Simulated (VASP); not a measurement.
# ZnS (P6_3mc) in VASP: further runs, part 2 of 2

VASP 6.6.1.

## Step 3: Single point, r2SCAN (strain along c alone, the other axes held: +2.0 %, then relaxed in part)

POSCAR

```
ZnS
1.0
    3.8065185603      0.0000000000      0.0000000000
   -1.9032592801      3.2965417732      0.0000000000
    0.0000000000      0.0000000000      6.3696989416
Zn S
2 2
Direct
    0.3333333333      0.6666666667      0.0019177873
    0.6666666667      0.3333333333      0.5019177873
    0.3333333333      0.6666666667      0.3730822127
    0.6666666667      0.3333333333      0.8730822127
```

INCAR.step1

```
SYSTEM = ZnS
PREC = Accurate
ENCUT = 520
ISMEAR = 0
SIGMA = 0.02
LREAL = .FALSE.
LASPH = .TRUE.
NELM = 60
NBANDS = 26
GGA = PE
ALGO = Normal
EDIFF = 1E-4
LWAVE = .TRUE.
LCHARG = .FALSE.
```

INCAR.step2

```
SYSTEM = ZnS
PREC = Accurate
ENCUT = 520
EDIFF = 1E-6
ISMEAR = 0
SIGMA = 0.02
LREAL = .FALSE.
LASPH = .TRUE.
NELM = 60
ALGO = Normal
ISIF = 2
LWAVE = .FALSE.
LCHARG = .FALSE.
METAGGA = R2SCAN
LMIXTAU = .TRUE.
NBANDS = 26
ISTART = 1
```

KPOINTS

```
Automatic mesh
0
G
  6 6 4
  0 0 0
```

Potentials or basis: VASP PAW PBE potentials, release 64 (Zn, S).

Started as:

```
> cat potpaw_PBE.64/Zn/POTCAR potpaw_PBE.64/S/POTCAR > POTCAR
> cp INCAR.step1 INCAR
> mpirun -np 1 vasp_std > vasp.out
> cp INCAR.step2 INCAR
> mpirun -np 1 vasp_std > vasp.out
```

OUTCAR:

```text
SYSTEM = ZnS
   PREC = Accurate
   ENCUT = 520
   EDIFF = 1E-6
   ISMEAR = 0
   LREAL = .FALSE.
   LASPH = .TRUE.
   NELM = 60
   ISIF = 2
   METAGGA = R2SCAN
   ISTART = 1

 ion  position               nearest neighbor table
   1  0.333  0.667  0.002-   4 2.35   4 2.35   4 2.35   3 2.36
   2  0.667  0.333  0.502-   3 2.35   3 2.35   3 2.35   4 2.36
   3  0.333  0.667  0.373-   2 2.35   2 2.35   2 2.35   1 2.36
   4  0.667  0.333  0.873-   1 2.35   1 2.35   1 2.35   2 2.36

  LATTYP: Found a hexagonal cell.
 ALAT       =     3.8065185603
 C/A-ratio  =     1.6733660537

  Lattice vectors:

 A1 = (   3.8065185603,   0.0000000000,   0.0000000000)
 A2 = (  -1.9032592801,   3.2965417732,   0.0000000000)
 A3 = (   0.0000000000,   0.0000000000,   6.3696989416)

Analysis of symmetry for initial positions (statically):
=====================================================================
 Subroutine PRICEL returns:
 Original cell was already a primitive cell.

 Routine SETGRP: Setting up the symmetry group for a
 hexagonal supercell.

 Subroutine GETGRP returns: Found 12 space group operations
 (whereof  6 operations were pure point group operations)
 out of a pool of 24 trial point group operations.

[... 165 lines left out ...]

 val. band max:        1.7664972093   @ k =   0.0000   0.0000   0.0000
 cond. band min:       4.3904802905   @ k =   0.0000   0.0000   0.0000
 fundamental gap:      2.6239830812
 Fermi energy:         1.8968248447

 k-point     1 :       0.0000    0.0000    0.0000
  band No.  band energies     occupation
      1     -11.8748      2.00000
      2     -10.9890      2.00000
      3      -4.7328      2.00000
      4      -4.7096      2.00000
      5      -4.7096      2.00000
      6      -4.6221      2.00000
[... 598 lines left out ...]
     25      12.0075      0.00000
     26      12.0075      0.00000

------------------------ aborting loop because EDIFF is reached ----------------------------------------

  FORCE on cell =-STRESS in cart. coord.  units (eV):
  Direction    XX          YY          ZZ          XY          YZ          ZX
  --------------------------------------------------------------------------------------
  -------------------------------------------------------------------------------------
  Total       -0.3821747     -0.3821747     -1.4369477     -0.0000000      0.0000000      0.0000000
  in kB       -7.6606754     -7.6606754    -28.8035559     -0.0000000      0.0000000      0.0000000
  external PRESSURE =     -14.7083022 kB  Pullay stress =       0.0000000 kB

 VOLUME and BASIS-vectors are now :
 -----------------------------------------------------------------------------
  energy-cutoff  :      520.00
  volume of cell :       79.93
      direct lattice vectors                 reciprocal lattice vectors
     3.806518560  0.000000000  0.000000000     0.262707244  0.151674098  0.000000000
    -1.903259280  3.296541773  0.000000000     0.000000000  0.303348196  0.000000000
     0.000000000  0.000000000  6.369698942     0.000000000  0.000000000  0.156993291

 POSITION                                       TOTAL-FORCE (eV/Angst)
 -----------------------------------------------------------------------------------
     -0.00000      2.19769      0.01222         0.000000     -0.000000     -0.008904
      1.90326      1.09885      3.19707        -0.000000     -0.000000     -0.008904
     -0.00000      2.19769      2.37642         0.000000      0.000000      0.008904
      1.90326      1.09885      5.56127         0.000000     -0.000000      0.008904
 -----------------------------------------------------------------------------------
    total drift:                               -0.000000     -0.000001     -0.032836

  FREE ENERGIE OF THE ION-ELECTRON SYSTEM (eV)
  ---------------------------------------------------
  free  energy   TOTEN  =       -37.7061279912 eV

  energy  without entropy=      -37.7061279912  energy(sigma->0) =      -37.70612799
```

OUTCAR.step1:

```text
SYSTEM = ZnS
   PREC = Accurate
   ENCUT = 520
   ISMEAR = 0
   LREAL = .FALSE.
   LASPH = .TRUE.
   NELM = 60
[... 833 lines left out ...]
      1.90326      1.09885      3.19707         0.000000     -0.000000      0.006756
     -0.00000      2.19769      2.37642         0.000000     -0.000000     -0.006756
      1.90326      1.09885      5.56127         0.000000      0.000000     -0.006756
 -----------------------------------------------------------------------------------
    total drift:                               -0.000001     -0.000001     -0.002495

  FREE ENERGIE OF THE ION-ELECTRON SYSTEM (eV)
  ---------------------------------------------------
  free  energy   TOTEN  =       -13.6815780518 eV

  energy  without entropy=      -13.6815780518  energy(sigma->0) =      -13.68157805
```

It took 4.3 min on 1 thread of AMD EPYC 7R13, shared host; peak memory 0.19 GiB.

Results:

* Free energy: -37.7061 eV
* Pressure: -1.5 GPa
* Largest force: 0.009 eV/Å
* Band gap on the k mesh: 2.62 eV, direct

Forces on the atoms (eV/Å):
```
Zn   0.000  0.000 -0.009
Zn   0.000  0.000 -0.009
S    0.000  0.000  0.009
S    0.000  0.000  0.009
```

Stress tensor (GPa, compression positive):
```
-0.77  0.00  0.00
 0.00 -0.77  0.00
 0.00  0.00 -2.88
```

Caveat: the cell differs from its parent crystal (strain along c alone, the other axes held: +2.0 %, then relaxed in part); the PAW data sets were made with another functional, which shifts forces and pressure a little.
